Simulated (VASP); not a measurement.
A run of VASP 6.6.1 is set up as follows.

The input INCAR:

```
PREC = Accurate
ENCUT = 520
EDIFF = 1E-7
ISMEAR = 0
SIGMA = 0.15
LREAL = False
LASPH = True
NELM = 150
ALGO = Fast
ISIF = 2
LWAVE = False
LCHARG = False
ISPIN = 2
MAGMOM = 1.79 1.79
LORBIT = 11
LMAXMIX = 4
GGA = PS
NBANDS = 20
```

The input KPOINTS:

```
regular mesh
0
Gamma
  21 21 12
```

File POSCAR:

```
Co
1.0
    2.4146000000      0.0000000000      0.0000000000
   -1.2073000000      2.0911049400      0.0000000000
    0.0000000000      0.0000000000      4.0335000000
Co
2
Direct
    0.3333333333      0.6666666667      0.2500000000
    0.6666666667      0.3333333333      0.7500000000
```

Potentials or basis: VASP PAW PBE potentials, release 64 (Co).

The run is started by

```bash
$ cat potpaw_PBE.64/Co/POTCAR > POTCAR
$ mpirun -np 1 vasp_std > vasp.out
```

(1) Predict the net moment.

(2) What does it give for the pressure?

## Answers

(1) 3.12 μB per cell.

(2) 4.1 GPa.

Caveat: the cell stands under pressure; the PAW data sets were made with another functional, which shifts forces and pressure a little.
